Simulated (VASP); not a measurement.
# Ge (I4_1/amd) in VASP: notebook

Runs on Ge. Level: LDA. Tasks: single point.

Everything below comes from runs of VASP 6.6.1. Logs are shortened: lines on timing, memory, paths and dates and some standing lists are left out, and cuts for length are marked.

### Step 1. The cell of the first run

It takes space group I4_1/amd (No. 141, tetragonal). The conventional cell has a = 4.918 Å, b = 4.918 Å, c = 2.695 Å, α = 90.00°, β = 90.00°, γ = 90.00°. Within 3.4 Å of Ge (site symmetry -4m2) lie 10 Ge at 2.55 to 3.18 Å.

### Step 2. Single point, LDA

The input, INCAR:

```
ALGO     = Normal         # electronic algorithm
EDIFF    = 1E-7           # SCF threshold, eV
ENCUT    = 520            # plane-wave cutoff, eV
GGA      = CA             # functional
ISIF     = 2              # what is computed and relaxed
ISMEAR   = -1             # smearing method
LASPH    = T              # aspherical terms in the spheres
LCHARG   = F              # write CHGCAR
LREAL    = F              # projectors in reciprocal space
LWAVE    = F              # write WAVECAR
NBANDS   = 21             # bands
NELM     = 60             # most SCF steps
PREC     = Accurate       # precision mode
SIGMA    = 0.1            # smearing width, eV
```

The input, KPOINTS:

```
k-points
0
Gamma
  18 18 18
```

The input, POSCAR:

```
Ge
1.0
   -2.4588466219      2.4588466219      1.3475010524
    2.4588466219     -2.4588466219      1.3475010524
    2.4588466219      2.4588466219     -1.3475010524
Ge
2
Direct
    0.2500000000      0.7500000000      0.5000000000
    0.5000000000      0.5000000000      0.0000000000
```

Potentials or basis: VASP PAW LDA potentials, release 64 (Ge_d).

Run with:

```sh
$ cat potpaw_LDA.64/Ge_d/POTCAR > POTCAR
$ mpirun -np 1 vasp_std > vasp.out
```

OUTCAR:

```text
EDIFF = 1E-7
   ENCUT = 520
   GGA = CA
   ISIF = 2
   ISMEAR = -1
   LASPH = T
   LREAL = F
   NELM = 60
   PREC = Accurate

 ion  position               nearest neighbor table
   1  0.250  0.750  0.500-   2 2.55   2 2.55   2 2.55   2 2.55
   2  0.500  0.500  0.000-   1 2.55   1 2.55   1 2.55   1 2.55

  LATTYP: Found a body centered tetragonal cell.
 ALAT       =     4.9176932438
 C/A-ratio  =     0.5480215970

  Lattice vectors:

 A1 = (  -2.4588466219,   2.4588466219,   1.3475010524)
 A2 = (   2.4588466219,  -2.4588466219,   1.3475010524)
 A3 = (   2.4588466219,   2.4588466219,  -1.3475010524)

Analysis of symmetry for initial positions (statically):
=====================================================================
 Subroutine PRICEL returns:
 Original cell was already a primitive cell.

 Routine SETGRP: Setting up the symmetry group for a
 body centered tetragonal supercell.

 Subroutine GETGRP returns: Found 16 space group operations
 (whereof  8 operations were pure point group operations)
 out of a pool of 16 trial point group operations.

The static configuration has the point symmetry D_2d.
 The point group associated with its full space group is D_4h.

Analysis of symmetry for dynamics (positions and initial velocities):
=====================================================================
 Subroutine PRICEL returns:
 Original cell was already a primitive cell.

 Routine SETGRP: Setting up the symmetry group for a
 body centered tetragonal supercell.

 Subroutine GETGRP returns: Found 16 space group operations
 (whereof  8 operations were pure point group operations)
 out of a pool of 16 trial point group operations.

The dynamic configuration has the point symmetry D_2d.
 The point group associated with its full space group is D_4h.

 Subroutine INISYM returns: Found 16 space group operations
 (whereof  8 operations are pure point group operations),
 and found     1 'primitive' translations

----------------------------------------------------------------------------------------

                                     Primitive cell

  volume of cell :      32.5876

  direct lattice vectors                    reciprocal lattice vectors
    -2.458846622  2.458846622  1.347501052     0.000000000  0.203347373  0.371057224
     2.458846622 -2.458846622  1.347501052     0.203347373  0.000000000  0.371057224
     2.458846622  2.458846622 -1.347501052     0.203347373  0.203347373  0.000000000

  length of vectors
     3.729291153  3.729291153  3.729291153     0.423123643  0.423123643  0.287576612

  position of ions in fractional coordinates (direct lattice)
     0.250000000  0.750000000  0.500000000
     0.500000000  0.500000000  0.000000000

  ion indices of the primitive-cell ions
   primitive index   ion index
                 1           1
                 2           2

----------------------------------------------------------------------------------------

 KPOINTS: k-points

Automatic generation of k-mesh.
 Grid dimensions read from file:
 generate k-points for:   18   18   18

 Generating k-lattice:

  Cartesian coordinates                     Fractional coordinates (reciprocal lattice)
     0.000000000  0.011297076  0.020614290     0.055555556  0.000000000  0.000000000
     0.011297076  0.000000000  0.020614290     0.000000000  0.055555556  0.000000000
     0.011297076  0.011297076  0.000000000     0.000000000  0.000000000  0.055555556

  Length of vectors
     0.023506869  0.023506869  0.015976478

  Shift w.r.t. Gamma in fractional coordinates (k-lattice)
     0.000000000  0.000000000  0.000000000

 Subroutine IBZKPT returns following result:
 ===========================================

 Found    480 irreducible k-points:

 Following reciprocal coordinates:
            Coordinates               Weight
  0.000000  0.000000  0.000000      1.000000
  0.055556 -0.000000  0.000000      8.000000
  0.111111 -0.000000  0.000000      8.000000
  0.166667 -0.000000  0.000000      8.000000
  0.222222 -0.000000  0.000000      8.000000
  0.277778 -0.000000  0.000000      8.000000
[... 16 lines left out ...]
 -0.277778  0.055556 -0.000000     16.000000
 -0.222222  0.055556  0.000000     16.000000
 [... further k-points ...]
   k-points           NKPTS =    480   k-points in BZ     NKDIM =    480   number of bands    NBANDS=     21
   number of dos      NEDOS =    301   number of ions     NIONS =      2
   total plane-waves  NPLWV =  21952
   dimension x,y,z NGX =    28 NGY =   28 NGZ =   28
   dimension x,y,z NGXF=    56 NGYF=   56 NGZF=   56
   ions per type =               2
   NGX,Y,Z   is equivalent  to a cutoff of  12.48, 12.48, 12.48 a.u.
   NGXF,Y,Z  is equivalent  to a cutoff of  24.96, 24.96, 24.96 a.u.
 SYSTEM =  unknown system
   PREC   = accura    normal or accurate (medium, high low for compatibility)
   ISTART =      0    job   : 0-new  1-cont  2-samecut
   ICHARG =      2    charge: 1-file 2-atom 10-const
   ISPIN  =      1    spin polarized calculation?
   LNONCOLLINEAR =      F non collinear calculations
   LSORBIT =      F    spin-orbit coupling
   LASPH  =      T    aspherical Exc in radial PAW
   ENCUT  =  520.0 eV  38.22 Ry    6.18 a.u.   6.93  6.93  6.93*2*pi/ulx,y,z
   NELM   =     60;   NELMIN=  2; NELMDL= -5     # of ELM steps
   EDIFF  = 0.1E-06   stopping-criterion for ELM
   LREAL  =      F    real-space projection
   EDIFFG = 0.1E-05   stopping-criterion for IOM
   NSW    =      0    number of steps for IOM
   IBRION =     -1    ionic relax: 0-MD 1-quasi-New 2-CG
   NFREE  =      0    steps in history (QN), initial steepest desc. (CG)
   ISIF   =      2    stress and relaxation
   ISYM   =      2    0-nonsym 1-usesym 2-fastsym
   POTIM  = 0.5000    time-step for ionic-motion
   TEBEG  =    0.0;   TEEND  =   0.0 temperature during run
   PSTRESS=    0.0 pullay stress
   NELECT =      28.0000    total number of electrons
   NUPDOWN=      -1.0000    fix difference up-down
   EMIN   =  10.00;   EMAX   =-10.00  energy-range for DOS
   EFERMI =   0.00;   METHOD = LEGACY
   ISMEAR =    -1;   SIGMA  =   0.10  broadening in eV -4-tet -1-fermi 0-gaus
   EFERMI_NEDOS =   21; number of points for ismear=-14 and -15
   IALGO  =     38    algorithm
   IMIX   =      4    mixing-type and parameters
     AMIX     =   0.40;   BMIX     =  1.00
     AMIX_MAG =   1.60;   BMIX_MAG =  1.00
  volume/ion in A,a.u.               =      16.29       109.96
  Fermi-wavevector in a.u.,A,eV,Ry     =   1.556360  2.941095 32.956818  2.422258
  Thomas-Fermi vector in A             =   2.660168
   LORBIT       =      0    0 simple, 1 ext, 2 COOP (PROOUT), +10 PAW based schemes
   GGA     = CA    functional components
   LHFCALC =     F    Hartree Fock is set to
   AEXX    =    0.0000 exact exchange contribution
   IVDW    =     0    specifies the selected vdW correction
   LEPSILON=     F    determine dielectric tensor
   LRPA    =     F    only Hartree local field effects (RPA)
 non-spin polarized calculation
  energy-cutoff  :      520.00
  volume of cell :       32.59
 maximum number of plane-waves:       893
   NGX = 13   NGY = 13   NGZ = 13

 number of electron      27.9999990 magnetization

 Free energy of the ion-electron system (eV)
  ---------------------------------------------------
  ext. energy  EPLUGINS =         0.00000000
  ---------------------------------------------------
  free energy    TOTEN  =        -9.94482250 eV

  energy without entropy =       -9.92257040  energy(sigma->0) =       -9.93369645

 E-fermi :   8.0461     XC(G=0): -12.2772

 val. band max:        8.0242029225   @ k =  -0.1111   0.1111   0.1111
 cond. band min:       8.0576011879   @ k =  -0.2778  -0.4444   0.0556
 fundamental gap:      0.0333982654
 Fermi energy:         8.0461310524

 k-point     1 :       0.0000    0.0000    0.0000
  band No.  band energies     occupation
      1     -16.9697      2.00000
      2     -16.8907      2.00000
      3     -16.8693      2.00000
      4     -16.8498      2.00000
      5     -16.7035      2.00000
      6     -16.7035      2.00000
[... 13 lines left out ...]
     20      20.4826      0.00000
     21      21.4247      0.00000

 k-point     2 :       0.0556   -0.0000    0.0000
  band No.  band energies     occupation
      1     -16.9680      2.00000
      2     -16.8852      2.00000
      3     -16.8668      2.00000
      4     -16.8428      2.00000
      5     -16.7090      2.00000
      6     -16.7085      2.00000
[... 13 lines left out ...]
     20      20.4982      0.00000
     21      21.5822      0.00000

 k-point     3 :       0.1111   -0.0000    0.0000
  band No.  band energies     occupation
      1     -16.9627      2.00000
      2     -16.8696      2.00000
      3     -16.8597      2.00000
      4     -16.8237      2.00000
      5     -16.7214      2.00000
      6     -16.7171      2.00000
[... 13 lines left out ...]
     20      19.7055      0.00000
     21      20.1583      0.00000

 k-point     4 :       0.1667   -0.0000    0.0000
  band No.  band energies     occupation
      1     -16.9540      2.00000
      2     -16.8488      2.00000
      3     -16.8479      2.00000
      4     -16.7993      2.00000
      5     -16.7373      2.00000
      6     -16.7217      2.00000
[... 13 lines left out ...]
     20      18.5892      0.00000
     21      19.4600      0.00000

 k-point     5 :       0.2222   -0.0000    0.0000
  band No.  band energies     occupation
      1     -16.9430      2.00000
      2     -16.8359      2.00000
      3     -16.8268      2.00000
      4     -16.7820      2.00000
      5     -16.7541      2.00000
      6     -16.7165      2.00000
[... 13 lines left out ...]
     20      17.6644      0.00000
     21      19.5211      0.00000
[... 382 lines left out ...]
     20      17.5289      0.00000
     21      20.6080      0.00000

 k-point    22 :      -0.3333    0.0556   -0.0000
  band No.  band energies     occupation
      1     -16.9235      2.00000
      2     -16.8207      2.00000
      3     -16.8154      2.00000
      4     -16.7956      2.00000
      5     -16.7609      2.00000
      6     -16.7251      2.00000
[... 13 lines left out ...]
     20      17.4855      0.00000
     21      19.8499      0.00000

 k-point    23 :      -0.2778    0.0556   -0.0000
  band No.  band energies     occupation
      1     -16.9348      2.00000
      2     -16.8315      2.00000
      3     -16.8280      2.00000
      4     -16.7936      2.00000
      5     -16.7502      2.00000
      6     -16.7160      2.00000
[... 13 lines left out ...]
     20      18.1184      0.00000
     21      19.3667      0.00000

 k-point    24 :      -0.2222    0.0556    0.0000
  band No.  band energies     occupation
      1     -16.9463      2.00000
      2     -16.8512      2.00000
      3     -16.8412      2.00000
      4     -16.8080      2.00000
      5     -16.7352      2.00000
      6     -16.7136      2.00000
[... 13 lines left out ...]
     20      18.9123      0.00000
     21      19.4344      0.00000

 [... further k-points ...]
[... 5 lines left out ...]
  --------------------------------------------------------------------------------------
  -------------------------------------------------------------------------------------
  Total        2.0240535      2.0240535      2.0276551      0.0000000      0.0000000      0.0000000
  in kB       99.5131738     99.5131738     99.6902478      0.0000000      0.0000000      0.0000000
  external PRESSURE =      99.5721985 kB  Pullay stress =       0.0000000 kB

 VOLUME and BASIS-vectors are now :
 -----------------------------------------------------------------------------
  energy-cutoff  :      520.00
  volume of cell :       32.59
      direct lattice vectors                 reciprocal lattice vectors
    -2.458846622  2.458846622  1.347501052     0.000000000  0.203347373  0.371057224
     2.458846622 -2.458846622  1.347501052     0.203347373  0.000000000  0.371057224
     2.458846622  2.458846622 -1.347501052     0.203347373  0.203347373  0.000000000

 POSITION                                       TOTAL-FORCE (eV/Angst)
 -----------------------------------------------------------------------------------
      2.45885     -0.00000      0.67375        -0.000000     -0.000000     -0.000000
      0.00000      0.00000      1.34750         0.000000      0.000000      0.000000
 -----------------------------------------------------------------------------------
    total drift:                                0.000000     -0.000000      0.000000

  FREE ENERGIE OF THE ION-ELECTRON SYSTEM (eV)
  ---------------------------------------------------
  free  energy   TOTEN  =        -9.9448224992 eV

  energy  without entropy=       -9.9225703974  energy(sigma->0) =       -9.93369645
```

Run time: 1.9 min. Hardware: 1 thread of Intel Xeon 6975P-C (Granite Rapids), shared host; peak memory 0.34 GiB.

What came out:

| Item | Value |
| --- | --- |
| Free energy | -9.9448 eV |
| Pressure | 10.0 GPa |
| Band gap on the k mesh | zero (bands 14 and 15 overlap by 6.22 eV) |

Caveat: the cell stands under pressure.

### Step 3. Single point, LDA

The input, INCAR:

```
SYSTEM = Ge
PREC     = Accurate       ! precision mode
ENCUT    = 520            ! plane-wave cutoff, eV
EDIFF    = 1E-6           ! SCF threshold, eV
ISMEAR   = -1             ! smearing method
SIGMA    = 0.1            ! smearing width, eV
LREAL    = .FALSE.        ! projectors in reciprocal space
LASPH    = .TRUE.         ! aspherical terms in the spheres
NELM     = 60             ! most SCF steps
ALGO     = Normal         ! electronic algorithm
ISIF     = 2              ! what is computed and relaxed
LWAVE    = .FALSE.        ! write WAVECAR
LCHARG   = .FALSE.        ! write CHGCAR
GGA      = CA             ! functional
NBANDS   = 21             ! bands
```

The input, KPOINTS:

```
regular mesh
0
G
  18 18 18
  0 0 0
```

POSCAR is that of step 2.

Potentials or basis: VASP PAW LDA potentials, release 64 (Ge_d).

Run with:

```sh
$ cat potpaw_LDA.64/Ge_d/POTCAR > POTCAR
$ mpirun -np 1 vasp_std > vasp.out
```

OUTCAR:

```text
SYSTEM = Ge
   PREC = Accurate
   ENCUT = 520
   EDIFF = 1E-6
   ISMEAR = -1
   LREAL = .FALSE.
   LASPH = .TRUE.
   NELM = 60
   ISIF = 2
   GGA = CA

 ion  position               nearest neighbor table
   1  0.250  0.750  0.500-   2 2.55   2 2.55   2 2.55   2 2.55
   2  0.500  0.500  0.000-   1 2.55   1 2.55   1 2.55   1 2.55

  LATTYP: Found a body centered tetragonal cell.
 ALAT       =     4.9176932438
 C/A-ratio  =     0.5480215970

[... 190 lines left out ...]
      1     -16.9699      2.00000
      2     -16.8907      2.00000
      3     -16.8695      2.00000
      4     -16.8499      2.00000
      5     -16.7035      2.00000
      6     -16.7035      2.00000
[... 565 lines left out ...]
     20      18.9123      0.00000
     21      19.4345      0.00000

 [... further k-points ...]
[... 5 lines left out ...]
  --------------------------------------------------------------------------------------
  -------------------------------------------------------------------------------------
  Total        2.0169604      2.0169604      2.0234252      0.0000000      0.0000000      0.0000000
  in kB       99.1644421     99.1644421     99.4822842      0.0000000      0.0000000      0.0000000
  external PRESSURE =      99.2703895 kB  Pullay stress =       0.0000000 kB

 VOLUME and BASIS-vectors are now :
 -----------------------------------------------------------------------------
  energy-cutoff  :      520.00
  volume of cell :       32.59
      direct lattice vectors                 reciprocal lattice vectors
    -2.458846622  2.458846622  1.347501052     0.000000000  0.203347373  0.371057224
     2.458846622 -2.458846622  1.347501052     0.203347373  0.000000000  0.371057224
     2.458846622  2.458846622 -1.347501052     0.203347373  0.203347373  0.000000000

 POSITION                                       TOTAL-FORCE (eV/Angst)
 -----------------------------------------------------------------------------------
      2.45885     -0.00000      0.67375        -0.000000     -0.000000      0.000000
      0.00000      0.00000      1.34750         0.000000      0.000000     -0.000000
 -----------------------------------------------------------------------------------
    total drift:                                0.000000     -0.000000      0.000000

  FREE ENERGIE OF THE ION-ELECTRON SYSTEM (eV)
  ---------------------------------------------------
  free  energy   TOTEN  =        -9.9448224899 eV

  energy  without entropy=       -9.9225703678  energy(sigma->0) =       -9.93369643
```

OSZICAR:

```text
N       E                     dE             d eps       ncg     rms          rms(c)
DAV:   1     0.172716100169E+03    0.17272E+03   -0.13959E+04 23435   0.392E+03
DAV:   2     0.123802070881E+02   -0.16034E+03   -0.15518E+03 20260   0.589E+02
DAV:   3    -0.944353880966E+01   -0.21824E+02   -0.21642E+02 22756   0.130E+02
DAV:   4    -0.999828971495E+01   -0.55475E+00   -0.55424E+00 22629   0.242E+01
DAV:   5    -0.100057791652E+02   -0.74895E-02   -0.74892E-02 22766   0.297E+00    0.276E+00
DAV:   6    -0.996505129107E+01    0.40728E-01   -0.21437E-02 27451   0.256E+00    0.153E+00
DAV:   7    -0.994525103292E+01    0.19800E-01   -0.15512E-02 27408   0.179E+00    0.119E-01
DAV:   8    -0.994482256799E+01    0.42846E-03   -0.21113E-03 26149   0.834E-01    0.503E-02
DAV:   9    -0.994482273749E+01   -0.16950E-06   -0.50660E-05 25237   0.914E-02    0.108E-02
DAV:  10    -0.994482248988E+01    0.24761E-06   -0.31898E-06 20330   0.272E-02
   1 F= -.99448225E+01 E0= -.99336964E+01  d E =-.222521E-01
```

stdout:

```text
POSCAR found type information on POSCAR Ge
 POSCAR found :  1 types and       2 ions
 scaLAPACK will be used
 LDA part: xc-table for (Slater(with rela. corr.)+CA(PZ))
 , standard interpolation
 POSCAR, INCAR and KPOINTS ok, starting setup
 FFT: planning ... GRIDC
 FFT: planning ... GRID_SOFT
 FFT: planning ... GRID
 WAVECAR not read
 entering main loop
```

It took 1.7 min on 1 thread of Intel Xeon 6975P-C (Granite Rapids), shared host; peak memory 0.34 GiB.

What came out:

- Free energy: -9.9448 eV
- Pressure: 9.9 GPa
- Band gap on the k mesh: zero (bands 14 and 15 overlap by 6.22 eV)

Levels at points of the mesh, in eV from the Fermi level:
```tsv
k point	band 11	band 12	band 13	band 14	band 15	band 16	band 17	band 18
(0.00, 0.00, 0.00)	-14.49	-3.58	-2.68	-2.68	3.11	8.50	8.50	8.93
(0.50, 0.00, 0.00)	-8.51	-7.05	-2.49	-2.31	-1.68	2.31	3.98	6.22
(0.50, 0.50, 0.00)	-11.42	-11.42	0.63	0.63	2.31	2.31	8.07	8.07
(0.50, 0.50, 0.50)	-9.29	-9.29	-6.77	-6.77	6.46	6.46	12.60	12.60
```

Caveat: the cell stands under pressure.
